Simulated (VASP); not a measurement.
# NaCl (Fm-3m) in VASP: further runs, part 2 of 2

VASP 6.6.1.

## (4) Electric field gradients, PBE

This run uses another cell than the first one: it holds 16 atoms, not 2.

Contents of INCAR:

```
SYSTEM = NaCl
PREC = Accurate
ENCUT = 520
EDIFF = 1E-8
ISMEAR = 0
SIGMA = 0.01
LREAL = Auto
LASPH = .TRUE.
NELM = 60
ALGO = Normal
ISIF = 2
LWAVE = .FALSE.
LCHARG = .FALSE.
GGA = PE
LEFG = .TRUE.
NBANDS = 70
```

Contents of KPOINTS:

```
regular mesh
0
G
  3 3 3
  0 0 0
```

Contents of POSCAR:

```
NaCl
1.0
    0.0000000000      5.6200000000      5.6200000000
    5.6200000000      0.0000000000      5.6200000000
    5.6200000000      5.6200000000      0.0000000000
Na Cl
8 8
Direct
    0.0000000000      0.0000000000      0.0000000000
    0.0000000000      0.0000000000      0.5000000000
    0.0000000000      0.5000000000      0.0000000000
    0.0000000000      0.5000000000      0.5000000000
    0.5000000000      0.0000000000      0.0000000000
    0.5000000000      0.0000000000      0.5000000000
    0.5000000000      0.5000000000      0.0000000000
    0.5000000000      0.5000000000      0.5000000000
    0.2500000000      0.2500000000      0.2500000000
    0.2500000000      0.2500000000      0.7500000000
    0.2500000000      0.7500000000      0.2500000000
    0.2500000000      0.7500000000      0.7500000000
    0.7500000000      0.2500000000      0.2500000000
    0.7500000000      0.2500000000      0.7500000000
    0.7500000000      0.7500000000      0.2500000000
    0.7500000000      0.7500000000      0.7500000000
```

Potentials or basis: VASP PAW PBE potentials, release 64 (Na_pv, Cl).

The run is started by

```sh
$ cat potpaw_PBE.64/Na_pv/POTCAR potpaw_PBE.64/Cl/POTCAR > POTCAR
$ mpirun -np 1 vasp_std > vasp.out
```

OUTCAR:

```text
SYSTEM = NaCl
   PREC = Accurate
   ENCUT = 520
   EDIFF = 1E-8
   ISMEAR = 0
   LREAL = Auto
   LASPH = .TRUE.
   NELM = 60
   ISIF = 2
   GGA = PE

 ion  position               nearest neighbor table
   1  0.000  0.000  0.000-
   2  0.000  0.000  0.500-
   3  0.000  0.500  0.000-
   4  0.000  0.500  0.500-
   5  0.500  0.000  0.000-
   6  0.500  0.000  0.500-
[... 8 lines left out ...]
  15  0.750  0.750  0.250-
  16  0.750  0.750  0.750-
[... 6 lines left out ...]
 A1 = (   0.0000000000,   5.6200000000,   5.6200000000)
 A2 = (   5.6200000000,   0.0000000000,   5.6200000000)
 A3 = (   5.6200000000,   5.6200000000,   0.0000000000)

Analysis of symmetry for initial positions (statically):
=====================================================================
 Subroutine PRICEL returns following result:

  LATTYP: Found a face centered cubic cell.
 ALAT       =     5.6200000000

  Lattice vectors:

 A1 = (   0.0000000000,   2.8100000000,   2.8100000000)
 A2 = (   2.8100000000,   0.0000000000,   2.8100000000)
 A3 = (   2.8100000000,   2.8100000000,   0.0000000000)

[... 491 lines left out ...]

  FREE ENERGIE OF THE ION-ELECTRON SYSTEM (eV)
  ---------------------------------------------------
  free  energy   TOTEN  =       -54.1783932952 eV

  energy  without entropy=      -54.1783932952  energy(sigma->0) =      -54.17839330

 Electric field gradients (V/A^2)
---------------------------------------------------------------------
 ion       V_xx      V_yy      V_zz      V_xy      V_xz      V_yz
---------------------------------------------------------------------
   1      -0.000    -0.000    -0.000    -0.002    -0.002    -0.002
   2      -0.000    -0.000    -0.000    -0.002    -0.002    -0.002
   3      -0.000    -0.000    -0.000    -0.002    -0.002    -0.002
   4      -0.000     0.000    -0.000    -0.002    -0.002    -0.002
   5      -0.000    -0.000    -0.000    -0.002    -0.002    -0.002
   6      -0.000    -0.000    -0.000    -0.002    -0.002    -0.002
[... 8 lines left out ...]
  15       0.000    -0.000     0.000    -0.000    -0.000    -0.000
  16       0.000    -0.000     0.000    -0.000    -0.000    -0.000
---------------------------------------------------------------------

 Electric field gradients after diagonalization (V/A^2)
 (convention: |V_zz| > |V_xx| > |V_yy|)
----------------------------------------------------------------------
 ion       V_xx      V_yy      V_zz     asymmetry (V_yy - V_xx)/ V_zz
----------------------------------------------------------------------
   1       0.002     0.002    -0.004       0.000
   2       0.002     0.002    -0.004       0.000
   3       0.002     0.002    -0.004       0.000
   4       0.002     0.002    -0.004       0.000
   5       0.002     0.002    -0.004       0.000
   6       0.002     0.002    -0.004       0.000
[... 8 lines left out ...]
  15       0.000     0.000    -0.000       0.000
  16       0.000     0.000    -0.000       0.000
----------------------------------------------------------------------

           NMR quadrupolar parameters

 Cq : quadrupolar parameter    Cq=e*Q*V_zz/h
 eta: asymmetry parameters     (V_yy - V_xx)/ V_zz
 Q  : nuclear electric quadrupole moment in mb (millibarn)
----------------------------------------------------------------------
 ion       Cq(MHz)       eta       Q (mb)
----------------------------------------------------------------------
   1      -0.000       0.000       1.000
   2      -0.000       0.000       1.000
   3      -0.000       0.000       1.000
   4      -0.000       0.000       1.000
   5      -0.000       0.000       1.000
   6      -0.000       0.000       1.000
[... 8 lines left out ...]
  15      -0.000       0.000       1.000
  16      -0.000       0.000       1.000
----------------------------------------------------------------------
```

OSZICAR:

```text
N       E                     dE             d eps       ncg     rms          rms(c)
DAV:   1     0.129995385717E+04    0.13000E+04   -0.51998E+04   576   0.168E+03
DAV:   2     0.149082454711E+03   -0.11509E+04   -0.11071E+04   608   0.442E+02
DAV:   3    -0.439620017300E+02   -0.19304E+03   -0.18874E+03   646   0.185E+02
DAV:   4    -0.553297170221E+02   -0.11368E+02   -0.11299E+02   664   0.441E+01
DAV:   5    -0.557252959967E+02   -0.39558E+00   -0.39467E+00   712   0.873E+00    0.613E+00
DAV:   6    -0.542344044549E+02    0.14909E+01   -0.29630E+00   656   0.529E+00    0.459E+00
DAV:   7    -0.541317842374E+02    0.10262E+00   -0.86495E-01   736   0.274E+00    0.311E+00
DAV:   8    -0.541797789630E+02   -0.47995E-01   -0.96618E-02   632   0.140E+00    0.891E-01
DAV:   9    -0.541769029418E+02    0.28760E-02   -0.45195E-03   728   0.315E-01    0.339E-01
DAV:  10    -0.541785456763E+02   -0.16427E-02   -0.60562E-03   632   0.258E-01    0.106E-01
DAV:  11    -0.541783938260E+02    0.15185E-03   -0.47727E-04   640   0.798E-02    0.366E-02
DAV:  12    -0.541783892818E+02    0.45442E-05   -0.36772E-05   720   0.230E-02    0.144E-02
DAV:  13    -0.541783942350E+02   -0.49533E-05   -0.73520E-06   608   0.886E-03    0.521E-03
DAV:  14    -0.541783935820E+02    0.65303E-06   -0.78920E-08   608   0.138E-03    0.148E-03
DAV:  15    -0.541783932179E+02    0.36414E-06   -0.86934E-08   536   0.841E-04    0.685E-04
DAV:  16    -0.541783933043E+02   -0.86491E-07   -0.14863E-08   424   0.478E-04    0.589E-05
DAV:  17    -0.541783932952E+02    0.91459E-08   -0.11330E-09   376   0.260E-04
   1 F= -.54178393E+02 E0= -.54178393E+02  d E =-.169322E-19
```

stdout:

```text
POSCAR found type information on POSCAR NaCl
 POSCAR found :  2 types and      16 ions
 scaLAPACK will be used
 LDA part: xc-table for (Slater+PW92), standard interpolation
 POSCAR, INCAR and KPOINTS ok, starting setup
 FFT: planning ... GRIDC
 FFT: planning ... GRID_SOFT
 FFT: planning ... GRID
 WAVECAR not read
 entering main loop
ion   1

ion   2

ion   3

ion   4

ion   5

ion   6

ion   7

ion   8

ion   9

ion  10

ion  11

ion  12

ion  13

ion  14

ion  15

ion  16
```

Run time: 4.2 min. Hardware: 1 thread of AMD EPYC 7R13 (Zen 3), shared host; peak memory 0.44 GiB.

Results:

```
Free energy            : -54.1784 eV
Pressure               : 1.0 GPa
Band gap on the k mesh : 5.15 eV
```

Levels at points of the mesh, in eV from the valence-band top:
| k point | band 52 | band 53 | band 54 | band 55 | band 56 | band 57 | band 58 | band 59 | band 60 | band 61 |
| --- | --- | --- | --- | --- | --- | --- | --- | --- | --- | --- |
| (0.00, 0.00, 0.00) | -0.27 | -0.27 | 0.00 | 0.00 | 0.00 | 5.15 | 7.29 | 7.29 | 7.29 | 7.29 |

Caveat: without QUAD_EFG the Cq values of the log hold for a quadrupole moment of 1 mb, not for the nuclei. PBE gaps usually lie below the measured ones, often by a third to a half.

## (5) Overview

| task | level | cell | k mesh | smearing | gap on the mesh (eV) | pressure (GPa) |
| --- | --- | --- | --- | --- | --- | --- |
| electric field gradients | revPBE | a = 3.974 Å, angles 60.0°, 2 atoms | 9 × 9 × 9 | fermi-dirac 0.02 eV | 5.42 | 2.7 |
| dielectric tensor | PBE | a = 3.974 Å, angles 60.0°, 2 atoms | 9 × 9 × 9 | gaussian 0.01 eV | 5.15 | - |
| electric field gradients | PBE | a = 7.948 Å, angles 60.0°, 16 atoms | 3 × 3 × 3 | gaussian 0.01 eV | 5.15 | 1.0 |

Alike in all rows: potentials or basis VASP PAW PBE potentials, release 64 (Na_pv, Cl); no spin polarisation; cutoff (eV) 520.

Caveats: the PAW data sets were made with another functional, which shifts forces and pressure a little (some runs).

Absolute energies hang on the potentials; compare differences alone.
